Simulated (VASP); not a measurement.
NaSe4:

```
Na Se
1.0
     2.68876    0.00000    0.00000
     0.00000    5.37752    0.00000
     0.00000    0.00000    7.30359
Na Se
1 4
Direct
  0.00000 0.00000 0.00000
  0.50000 0.25000 0.75159
  0.50000 0.75000 0.75159
  0.50000 0.25000 0.24841
  0.50000 0.75000 0.24841
```

- Program: VASP 6.6.1
- Task: relaxation of cell and atoms
- Functional: PBE
- Dispersion: D3(BJ)
- Potentials or basis: VASP PAW PBE potentials, release 64 (Na_pv, Se)
- Cutoff: 600 eV
- k mesh: 6 × 4 × 4
- Occupations: gaussian, width 0.1 eV
- Spin: no spin polarisation

At the start: pressure 9.3 GPa; volume 21.12 Å³/atom.

How do energy, volume and symmetry change on relaxing?

Over 31 steps the energy falls by 271.3 meV/atom and the volume is 24.24 Å³/atom (+14.7 %); space group Pmmm (No. 47, to 0.1 Å) before and after.

The path:
```csv
step,energy change (eV),largest force (eV/Å),pressure (GPa),volume (Å³)
1,0.0000,1.5667,9.32,105.60
2,-0.8384,0.6220,-1.98,125.39
3,-0.8417,0.5912,-2.50,127.07
4,-1.1021,0.7989,-0.08,124.55
5,-1.0992,0.2788,2.76,122.59
6,-1.1354,0.7409,0.93,123.73
7,-1.1366,0.6406,1.36,123.45
8,-1.1793,0.3771,1.92,126.14
9,-1.1920,0.1355,1.63,125.28
10,-1.2367,0.3552,-1.53,131.30
11,-1.2513,0.2129,-0.57,129.19
12,-1.2732,0.0998,-0.54,128.67
13,-1.2916,0.2152,-0.38,127.70
14,-1.3082,0.1572,-0.56,126.55
15,-1.3163,0.1480,-0.73,125.05
16,-1.3254,0.1401,-0.25,123.06
17,-1.3267,0.1537,0.00,122.07
18,-1.3314,0.1701,0.04,122.10
19,-1.3372,0.2362,0.16,122.21
20,-1.3397,0.2054,0.08,122.28
21,-1.3450,0.1231,-0.14,122.50
22,-1.3476,0.1141,-0.54,122.93
23,-1.3479,0.0925,-0.46,122.84
24,-1.3499,0.0876,-0.33,122.49
25,-1.3522,0.0773,-0.04,121.78
26,-1.3523,0.0746,0.05,121.55
27,-1.3531,0.0632,0.08,121.49
28,-1.3549,0.0423,0.14,121.30
29,-1.3555,0.0927,0.28,120.94
30,-1.3558,0.0665,0.21,121.07
31,-1.3564,0.0349,0.10,121.18
```

Final structure:
```xyz
5
Lattice="2.8701 0.0000 0.0000 0.0000 5.3781 0.0000 0.0000 0.0000 7.8504" Properties=species:S:1:pos:R:3 pbc="T T T"
Na    0.0000    0.0000    0.0000
Se    1.4351    1.5052    5.6326
Se    1.4351    3.8730    5.6326
Se    1.4351    1.5052    2.2178
Se    1.4351    3.8730    2.2178
```

Caveat: the k points lie up to 0.36 Å⁻¹ apart in the final cell, too coarse for converged energies and pressures of a metal.
